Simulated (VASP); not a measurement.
# Ge32H19N in VASP: notebook, part 2 of 2

VASP 6.6.1. The steps go on from the part before.

## 3. Single point, r2SCAN+rVV10

Input file POSCAR:

```
Ge32H19N
1.0
    8.0016200000      8.0016200000      0.0000000000
   -8.0016200000      8.0016200000      0.0000000000
    0.0000000000      0.0000000000     20.9129000000
Ge H N
32 19 1
Direct
   -0.3140265300      0.3109589600      0.3422215800
   -0.1932265300     -0.3220955700      0.3427282900
    0.0439511100     -0.0542962900      0.3643328900
    0.3120354100      0.1838665000      0.3426609500
   -0.0338037500     -0.4697666600      0.3828234500
    0.2039114100     -0.2055432800      0.3496382000
    0.4666291900      0.0315199800      0.3828993800
    0.5291078100     -0.5398707600      0.3831886300
   -0.1229138700      0.3855728000      0.3029960600
   -0.1218800900     -0.1321514600      0.2995752700
    0.1196302400      0.1168401300      0.3030793100
    0.3845050800      0.3741041200      0.3019578400
    0.1139815600     -0.3830706200      0.3033882000
    0.3796227000     -0.1136263000      0.3028374700
    0.6144460500      0.1186966500      0.3036572400
    0.6136939100     -0.3898503900      0.3047312100
   -0.0016775600      0.2515248200      0.2349168200
    0.0033902100     -0.2545517500      0.2287860900
    0.2516011500     -0.0000707800      0.2296743200
    0.5021017800      0.2479590900      0.2284534600
    0.2500573100     -0.5017031000      0.2353577600
    0.4995950900     -0.2493661700      0.2354661700
    0.7491875800     -0.0005028300      0.2346429100
    0.7499259900     -0.4988360800      0.2289605200
   -0.1250000000      0.1250000000      0.1644630000
   -0.1250000000     -0.3750000000      0.1644630000
    0.1250000000     -0.1250000000      0.1644630000
    0.3750000000      0.1250000000      0.1644630000
    0.1250000000     -0.6250000000      0.1644630000
    0.3750000000     -0.3750000000      0.1644630000
    0.6250000000     -0.1250000000      0.1644630000
    0.6250000000     -0.6250000000      0.1644630000
   -0.0489780000      0.0489780000      0.1195430000
   -0.2010220000      0.2010220000      0.1195430000
   -0.0489780000     -0.4510220000      0.1195430000
   -0.2010220000     -0.2989780000      0.1195430000
    0.2010220000     -0.2010220000      0.1195430000
    0.0489780000     -0.0489780000      0.1195430000
    0.4510220000      0.0489780000      0.1195430000
    0.2989780000      0.2010220000      0.1195430000
    0.2010220000     -0.7010220000      0.1195430000
    0.0489780000     -0.5489780000      0.1195430000
    0.4510220000     -0.4510220000      0.1195430000
    0.2989780000     -0.2989780000      0.1195430000
    0.7010220000     -0.2010220000      0.1195430000
    0.5489780000     -0.0489780000      0.1195430000
    0.7010220000     -0.7010220000      0.1195430000
    0.5489780000     -0.5489780000      0.1195430000
    0.1005542900     -0.1036277200      0.4375916800
    0.2772766100     -0.1653117600      0.4640496900
    0.1792448300     -0.2744950500      0.4671431600
    0.2014609000     -0.1979839200      0.4440084700
```

Input file INCAR.step1:

```
PREC = Accurate
ENCUT = 520
ISMEAR = 0
SIGMA = 0.03
LREAL = Auto
LASPH = T
NELM = 60
NBANDS = 268
GGA = PE
ALGO = Normal
EDIFF = 1E-4
LWAVE = T
LCHARG = F
NCORE = 4
```

Input file INCAR.step2:

```
PREC = Accurate
ENCUT = 520
EDIFF = 1E-6
ISMEAR = 0
SIGMA = 0.03
LREAL = Auto
LASPH = T
NELM = 60
ALGO = Normal
ISIF = 2
LWAVE = F
LCHARG = F
METAGGA = R2SCAN
LMIXTAU = T
LUSE_VDW = T
IVDW_NL = 2
BPARAM = 11.95
CPARAM = 0.0093
NBANDS = 268
ISTART = 1
NCORE = 4
```

Input file KPOINTS:

```
regular mesh
0
Gamma
  1 1 1
```

Potentials or basis: VASP PAW PBE potentials, release 64 (Ge_d, H, N).

Run with:

```console
cat potpaw_PBE.64/Ge_d/POTCAR potpaw_PBE.64/H/POTCAR potpaw_PBE.64/N/POTCAR > POTCAR
cp INCAR.step1 INCAR
mpirun -np 4 vasp_gam > vasp.out
cp INCAR.step2 INCAR
mpirun -np 4 vasp_gam > vasp.out
```

Run time: 40 min. Hardware: 4 MPI ranks of Intel Xeon Platinum 8375C at 2.90GHz (Ice Lake), shared host; peak memory 1.8 GiB.

Results (log left out):

```yaml
Free_energy: -487.9387 eV
Largest_force: 0.667 eV/Å
Band_gap_on_the_k_mesh: 0.77 eV
```

Forces on the atoms (eV/Å):
```
Ge  -0.031 -0.008 -0.085
Ge   0.044  0.013 -0.114
Ge   0.149  0.038 -0.031
Ge   0.042 -0.010 -0.107
Ge  -0.150 -0.019 -0.280
Ge  -0.107 -0.011  0.179
Ge  -0.143  0.002 -0.285
Ge   0.153  0.010 -0.293
Ge  -0.133 -0.066 -0.011
Ge   0.137 -0.024 -0.007
Ge   0.160  0.064 -0.060
Ge   0.133 -0.063 -0.013
Ge  -0.112  0.076 -0.041
Ge  -0.100 -0.077 -0.030
Ge  -0.150  0.084 -0.031
Ge   0.150  0.112 -0.049
Ge   0.020 -0.005 -0.005
Ge  -0.008 -0.055 -0.007
Ge   0.004  0.042 -0.004
Ge  -0.032 -0.020  0.039
Ge  -0.012 -0.017 -0.013
Ge  -0.005  0.004 -0.005
Ge   0.005 -0.009 -0.012
Ge  -0.009 -0.011  0.056
Ge  -0.134 -0.034  0.514
Ge   0.035  0.112 -0.656
Ge  -0.024  0.050 -0.352
Ge   0.039 -0.010 -0.618
Ge   0.151  0.033  0.443
Ge  -0.146 -0.050  0.590
Ge   0.152 -0.068  0.428
Ge  -0.090  0.055 -0.540
H   -0.150  0.002  0.142
H    0.258 -0.019  0.139
H   -0.260 -0.111  0.055
H    0.291 -0.029  0.095
H   -0.274  0.058  0.097
H    0.222 -0.023  0.082
H   -0.260 -0.006  0.059
H    0.289  0.063  0.089
H   -0.265 -0.050  0.139
H    0.188  0.006  0.146
H   -0.153  0.008  0.128
H    0.265 -0.018  0.143
H   -0.265  0.014  0.139
H    0.190 -0.043  0.144
H   -0.248  0.058  0.108
H    0.230 -0.021  0.085
H   -0.019 -0.029 -0.123
H   -0.081 -0.203 -0.098
H   -0.113  0.158 -0.120
N    0.167  0.043 -0.046
```

Levels at points of the mesh, in eV from the valence-band top:
| k point | band 232 | band 233 | band 234 | band 235 | band 236 | band 237 | band 238 | band 239 | band 240 | band 241 |
| --- | --- | --- | --- | --- | --- | --- | --- | --- | --- | --- |
| (0.00, 0.00, 0.00) | -0.44 | -0.19 | -0.12 | -0.08 | 0.00 | 0.77 | 1.16 | 1.52 | 1.59 | 2.04 |

Caveat: the k points lie up to 0.56 Å⁻¹ apart; there is no dipole correction, which matters where the two faces differ; semilocal functionals underestimate gaps, and a narrow one can read as zero; the PAW data sets were made with another functional, which shifts forces and pressure a little.

## 4. Single point, PBEsol

Input file INCAR:

```
PREC     = Accurate       # precision mode
ENCUT    = 520            # plane-wave cutoff, eV
EDIFF    = 1E-7           # SCF threshold, eV
ISMEAR   = 0              # smearing method
SIGMA    = 0.03           # smearing width, eV
LREAL    = Auto         
LASPH    = True           # aspherical terms in the spheres
NELM     = 100            # most SCF steps
ALGO     = Normal         # electronic algorithm
ISIF     = 2              # what is computed and relaxed
LWAVE    = False          # write WAVECAR
LCHARG   = False          # write CHGCAR
GGA      = PS             # functional
NBANDS   = 268            # bands
```

KPOINTS is that of step 3.

Input file POSCAR:

```
Ge32H19N
1.0
    8.0016200000      8.0016200000      0.0000000000
   -8.0016200000      8.0016200000      0.0000000000
    0.0000000000      0.0000000000     20.9129000000
Ge H N
32 19 1
Direct
   -0.3129650000      0.3132848000      0.3426049500
   -0.1878861500     -0.3178325000      0.3428340500
    0.0531949600     -0.0523347800      0.3615409300
    0.3185085200      0.1883721900      0.3427064100
   -0.0310140500     -0.4674388000      0.3827256300
    0.2121226500     -0.2122890500      0.3583378000
    0.4677450100      0.0313006600      0.3825829100
    0.5338138800     -0.5331845700      0.3829867500
   -0.1207933600      0.3859544000      0.3038977200
   -0.1189427500     -0.1268559200      0.3010686200
    0.1277068700      0.1192697700      0.3007580400
    0.3867357900      0.3811359900      0.3033083500
    0.1134717000     -0.3773298600      0.3028527200
    0.3775484700     -0.1136923100      0.3029401500
    0.6141532200      0.1212330600      0.3037388300
    0.6195813300     -0.3864634200      0.3031495800
   -0.0010438000      0.2510284300      0.2350227200
    0.0015817600     -0.2524346800      0.2284923300
    0.2527863800     -0.0019487600      0.2284148000
    0.5001530000      0.2492693100      0.2289066100
    0.2487460100     -0.4991911700      0.2357398000
    0.4993678600     -0.2488200200      0.2357431500
    0.7489782000      0.0011651300      0.2350345800
    0.7508883400     -0.5003695300      0.2289406300
   -0.1250000000      0.1250000000      0.1644630000
   -0.1250000000     -0.3750000000      0.1644630000
    0.1250000000     -0.1250000000      0.1644630000
    0.3750000000      0.1250000000      0.1644630000
    0.1250000000     -0.6250000000      0.1644630000
    0.3750000000     -0.3750000000      0.1644630000
    0.6250000000     -0.1250000000      0.1644630000
    0.6250000000     -0.6250000000      0.1644630000
   -0.0489780000      0.0489780000      0.1195430000
   -0.2010220000      0.2010220000      0.1195430000
   -0.0489780000     -0.4510220000      0.1195430000
   -0.2010220000     -0.2989780000      0.1195430000
    0.2010220000     -0.2010220000      0.1195430000
    0.0489780000     -0.0489780000      0.1195430000
    0.4510220000      0.0489780000      0.1195430000
    0.2989780000      0.2010220000      0.1195430000
    0.2010220000     -0.7010220000      0.1195430000
    0.0489780000     -0.5489780000      0.1195430000
    0.4510220000     -0.4510220000      0.1195430000
    0.2989780000     -0.2989780000      0.1195430000
    0.7010220000     -0.2010220000      0.1195430000
    0.5489780000     -0.0489780000      0.1195430000
    0.7010220000     -0.7010220000      0.1195430000
    0.5489780000     -0.5489780000      0.1195430000
    0.0152315500     -0.0142406600      0.4300398900
    0.3292785700     -0.2244322600      0.4575317000
    0.2359531800     -0.3376345000      0.4538110700
    0.2471580800     -0.2504228100      0.4432330200
```

Potentials or basis: VASP PAW PBE potentials, release 64 (Ge_d, H, N).

Run with:

```console
cat potpaw_PBE.64/Ge_d/POTCAR potpaw_PBE.64/H/POTCAR potpaw_PBE.64/N/POTCAR > POTCAR
mpirun -np 1 vasp_gam > vasp.out
```

OUTCAR:

```text
PREC = Accurate
   ENCUT = 520
   EDIFF = 1E-7
   ISMEAR = 0
   LREAL = Auto
   LASPH = True
   NELM = 100
   ISIF = 2
   GGA = PS

 ion  position               nearest neighbor table
   1  0.687  0.313  0.343-   9 2.46  15 2.46   8 2.60
   2  0.812  0.682  0.343-  16 2.46  10 2.46   5 2.59
   3  0.053  0.948  0.362-  49 1.56  11 2.47  10 2.47   6 2.55
   4  0.319  0.188  0.343-  12 2.46  11 2.46   7 2.59
   5  0.969  0.533  0.383-   9 2.55  13 2.55   2 2.59
   6  0.212  0.788  0.358-  52 1.87  13 2.47  14 2.47   3 2.55
   7  0.468  0.031  0.383-  15 2.55  14 2.55   4 2.59
   8  0.534  0.467  0.383-  16 2.55  12 2.55   1 2.60
   9  0.879  0.386  0.304-   1 2.46  24 2.49  17 2.50   5 2.55
  10  0.881  0.873  0.301-   2 2.46   3 2.47  18 2.49  23 2.50
  11  0.128  0.119  0.301-   4 2.46   3 2.47  19 2.48  17 2.50
  12  0.387  0.381  0.303-   4 2.46  21 2.50  20 2.51   8 2.55
  13  0.113  0.623  0.303-  18 2.45   6 2.47  21 2.49   5 2.55
  14  0.378  0.886  0.303-  19 2.45   6 2.47  22 2.49   7 2.55
[... 35 lines left out ...]
  50  0.329  0.776  0.458-  52 1.02
  51  0.236  0.662  0.454-  52 1.02
  52  0.247  0.750  0.443-  51 1.02  50 1.02   6 1.87

  LATTYP: Found a simple tetragonal cell.
 ALAT       =    11.3159995250
 C/A-ratio  =     1.8480824388
[... 266 lines left out ...]
      1     -26.7058      2.00000
      2     -26.7024      2.00000
      3     -26.6985      2.00000
      4     -26.6419      2.00000
      5     -26.6380      2.00000
      6     -26.6376      2.00000
[... 240 lines left out ...]
    247       0.3058      0.00000
    248       0.3279      0.00000
 [bands above 248 left out]

------------------------ aborting loop because EDIFF is reached ----------------------------------------

  FORCE on cell =-STRESS in cart. coord.  units (eV):
  Direction    XX          YY          ZZ          XY          YZ          ZX
  --------------------------------------------------------------------------------------
  -------------------------------------------------------------------------------------
  Total        6.9791941     -0.1183633     -7.8474849     -0.0318373     -0.0159275     -0.2416393
  in kB        4.1755699     -0.0708153     -4.6950581     -0.0190479     -0.0095292     -0.1445700
  external PRESSURE =      -0.1967679 kB  Pullay stress =       0.0000000 kB

 VOLUME and BASIS-vectors are now :
 -----------------------------------------------------------------------------
  energy-cutoff  :      520.00
  volume of cell :     2677.94
      direct lattice vectors                 reciprocal lattice vectors
     8.001620000  8.001620000  0.000000000     0.062487346  0.062487346  0.000000000
    -8.001620000  8.001620000  0.000000000    -0.062487346  0.062487346  0.000000000
     0.000000000  0.000000000 20.912900000     0.000000000  0.000000000  0.047817376

 POSITION                                       TOTAL-FORCE (eV/Angst)
 -----------------------------------------------------------------------------------
      2.99061      8.00418      7.16486        -0.137739      0.001506     -0.163469
      1.03978     11.95667      7.16965         0.151078     -0.007239     -0.189311
     -7.15721      8.00850      7.56087         0.036147     -0.000684     -0.103865
      1.04130      4.05587      7.16698         0.150681      0.006478     -0.184305
      3.49211     12.01481      8.00390        -0.135891     -0.010939     -0.239849
     -4.60564      8.00029      7.49388        -0.003649     -0.001587      0.170728
[... 44 lines left out ...]
     -3.41199      7.18800      9.49051         0.044514     -0.116779      0.018500
     -4.02017      7.97550      9.26929        -0.182085      0.000232     -0.349137
 -----------------------------------------------------------------------------------
    total drift:                               -0.009359     -0.000736     -0.000333

  FREE ENERGIE OF THE ION-ELECTRON SYSTEM (eV)
  ---------------------------------------------------
  free  energy   TOTEN  =      -216.3779336987 eV

  energy  without entropy=     -216.3779336987  energy(sigma->0) =     -216.37793370
```

stdout:

```text
POSCAR found type information on POSCAR GeH N
 POSCAR found :  3 types and      52 ions
 scaLAPACK will be used
 -----------------------------------------------------------------------------
|                                                                             |
|                                                                             |
|     You enforced a specific xc type in the INCAR file but a different       |
|     I HOPE YOU KNOW WHAT YOU ARE DOING!                                     |
|                                                                             |
 -----------------------------------------------------------------------------

 LDA part: xc-table for (Slater+PW92), standard interpolation
 POSCAR, INCAR and KPOINTS ok, starting setup
 FFT: planning ... GRIDC
 FFT: planning ... GRID_SOFT
 FFT: planning ... GRID
 WAVECAR not read
 entering main loop
```

Wall time 25 min (1 thread of Intel Xeon Platinum 8488C (Sapphire Rapids), shared host); peak memory 1.9 GiB.

What came out:

```
Free energy   : -216.3779 eV
Largest force : 0.773 eV/Å
```

Forces in eV/Å, atoms in the order of the input:
```
Ge  -0.138  0.002 -0.163
Ge   0.151 -0.007 -0.189
Ge   0.036 -0.001 -0.104
Ge   0.151  0.006 -0.184
Ge  -0.136 -0.011 -0.240
Ge  -0.004 -0.002  0.171
Ge  -0.139  0.011 -0.245
Ge   0.137  0.000 -0.268
Ge  -0.108 -0.017 -0.011
Ge   0.116 -0.016 -0.026
Ge   0.115  0.013 -0.027
Ge   0.111 -0.028  0.005
Ge  -0.077  0.006  0.005
Ge  -0.085 -0.003  0.003
Ge  -0.110  0.014 -0.008
Ge   0.107  0.030  0.011
Ge   0.001  0.004 -0.020
Ge  -0.009 -0.026  0.044
Ge  -0.015  0.029  0.044
Ge   0.002 -0.008  0.080
Ge  -0.006  0.002 -0.022
Ge  -0.006  0.000 -0.023
Ge   0.001 -0.005 -0.022
Ge   0.005  0.003  0.074
Ge  -0.121  0.004  0.671
Ge   0.048  0.045 -0.407
Ge  -0.053 -0.002 -0.313
Ge   0.047 -0.059 -0.417
Ge   0.128  0.050  0.682
Ge  -0.144  0.004  0.760
Ge   0.131 -0.050  0.684
Ge  -0.130  0.001 -0.319
H    0.076  0.000  0.033
H    0.039  0.000  0.035
H   -0.039 -0.037 -0.026
H    0.055 -0.022  0.000
H   -0.053 -0.006 -0.002
H    0.007  0.001 -0.034
H   -0.040  0.046 -0.028
H    0.054  0.021 -0.002
H   -0.025 -0.004  0.027
H   -0.037  0.005  0.036
H    0.070 -0.001  0.018
H    0.041  0.001  0.029
H   -0.025  0.008  0.024
H   -0.038 -0.001  0.035
H   -0.025 -0.003  0.021
H    0.011  0.001 -0.019
H    0.033 -0.002 -0.068
H    0.025  0.117  0.028
H    0.045 -0.117  0.018
N   -0.182  0.000 -0.349
```

Caveat: the k points lie up to 0.56 Å⁻¹ apart; there is no dipole correction, which matters where the two faces differ; the PAW data sets were made with another functional, which shifts forces and pressure a little.

## 5. Summary

```csv
level,cell,largest force (eV/Å)
RPBE,"as given, atomic positions A",0.78
r2SCAN+rVV10,"as given, atomic positions B",0.67
PBEsol,"as given, atomic positions C",0.77
```

Alike in all rows: task single point; potentials or basis VASP PAW PBE potentials, release 64 (Ge_d, H, N); no spin polarisation; k mesh 1 × 1 × 1; cutoff (eV) 520; smearing gaussian 0.03 eV.

Caveats: all runs use coarse meshes; there is no dipole correction, which matters where the two faces differ; the PAW data sets were made with another functional, which shifts forces and pressure a little; semilocal functionals underestimate gaps, and a narrow one can read as zero (at least some runs).

Absolute energies hang on the potentials; compare differences alone.
